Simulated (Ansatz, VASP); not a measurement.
**Two plane-wave programs on BeS**

The input INCAR:

```
ALGO     = Normal         # electronic algorithm
EDIFF    = 1E-6           # SCF threshold, eV
ENCUT    = 520            # plane-wave cutoff, eV
GGA      = CA             # functional
ISIF     = 2              # what is computed and relaxed
ISMEAR   = -1             # smearing method
LASPH    = True           # aspherical terms in the spheres
LCHARG   = False          # write CHGCAR
LREAL    = False          # projectors in reciprocal space
LWAVE    = False          # write WAVECAR
NBANDS   = 11             # bands
NELM     = 100            # most SCF steps
PREC     = Accurate       # precision mode
SIGMA    = 0.05           # smearing width, eV
```

The input KPOINTS:

```
k-points
0
Gamma
  9 9 9
```

The input POSCAR:

```
BeS
1.0
    0.0000000000      2.4250000000      2.4250000000
    2.4250000000      0.0000000000      2.4250000000
    2.4250000000      2.4250000000      0.0000000000
S Be
1 1
Direct
    0.7500000000      0.7500000000      0.7500000000
    0.0000000000      0.0000000000      0.0000000000
```

File input.yaml:

```yaml
crystal:
  lattice:
    - [0.0, 2.425, 2.425]
    - [2.425, 0.0, 2.425]
    - [2.425, 2.425, 0.0]
  atoms:
    - { symbol: S, position: [0.75, 0.75, 0.75] }
    - { symbol: Be, position: [0.0, 0.0, 0.0] }
hamiltonian:
  xc: lda
  pseudopotentials: { kind: paw }
kpoints:
  mp_grid: { grid: [9, 9, 9] }
  band_path:
    path:
      - [[0.0, 0.0, 0.0], [0.5, 0.0, 0.5], [0.5, 0.25, 0.75], [0.375, 0.375, 0.75], [0.0, 0.0, 0.0], [0.5, 0.5, 0.5], [0.625, 0.25, 0.625], [0.5, 0.25, 0.75], [0.5, 0.5, 0.5], [0.375, 0.375, 0.75]]
      - [[0.625, 0.25, 0.625], [0.5, 0.0, 0.5]]
    npoints: 14
scf:
  occupations: { method: fermi_dirac, width: 0.05 }
  n_extra_bands: 6
output:
  forces: true
  stress: true
  eigenvalues: true
  fatbands: true
  write_density: true
  write_potential: true
  elf: true
  volumetric_format: npy
```

Alike in both runs: functional LDA; k mesh 9 × 9 × 9; occupations fermi-dirac, width 0.05 eV; no spin polarisation.

|  | VASP | Ansatz |
| --- | --- | --- |
| version | VASP 6.6.1 | Ansatz 0.2.0 |
| potentials or method | VASP PAW LDA potentials, release 64 (S, Be) | Ansatz PAW |
| plane-wave cutoff (eV) | 520 | 420 |
| valence electrons in the cell | 8 | 8 |
| task | single point | band structure |

|  | VASP | Ansatz | Ansatz less VASP |
| --- | --- | --- | --- |
| gap on the k mesh at the Fermi level (eV) | 3.00 | 2.99 | -0.007 |
| least direct gap on the mesh (eV) | 5.54 | 5.52 | -0.026 |
| pressure (GPa) | -3.2 | -3.2 | -0.03 |

LDA's correlation is that of Perdew and Zunger in VASP and of Perdew and Wang (1992) in Ansatz.

Noted on Ansatz's run: the k mesh misses the band edges, so the gap on the mesh is wider than the one along the path.
